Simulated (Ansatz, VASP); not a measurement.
**Ta: VASP beside Ansatz**

```
Ta
1.0
    -1.65128    1.65128    1.65128
     1.65128   -1.65128    1.65128
     1.65128    1.65128   -1.65128
Ta
1
Cartesian
  0.0000 0.0000 0.0000
```

Alike in both runs: functional BLYP; k mesh 11 × 11 × 11; occupations fermi-dirac, width 0.1 eV; non-collinear spin, spin-orbit coupling.

|  | VASP | Ansatz |
| --- | --- | --- |
| version | VASP 6.6.1 | Ansatz 0.2.0 |
| potentials or method | VASP PAW PBE potentials, release 64 (Ta_pv) | PseudoDojo standard (PBE files) |
| plane-wave cutoff (eV) | 500 | 789 |
| valence electrons in the cell | 11 | 13 |
| task | single point | projected density of states |

```csv
,VASP,Ansatz,Ansatz less VASP
pressure (GPa),10.1,9.1,-1.02
net moment per atom (μB),0.00,0.00,0.000
```

VASP's potentials were made for PBE, not for BLYP. The functional is the same, so the differences come from potentials, cutoffs and numerics. VASP's potentials hold 11 valence electrons a cell and Ansatz's 13, so a difference there can come from the potentials and not from the codes.

Noted on Ansatz's run: the potentials were made for another functional, which shifts forces and pressure.
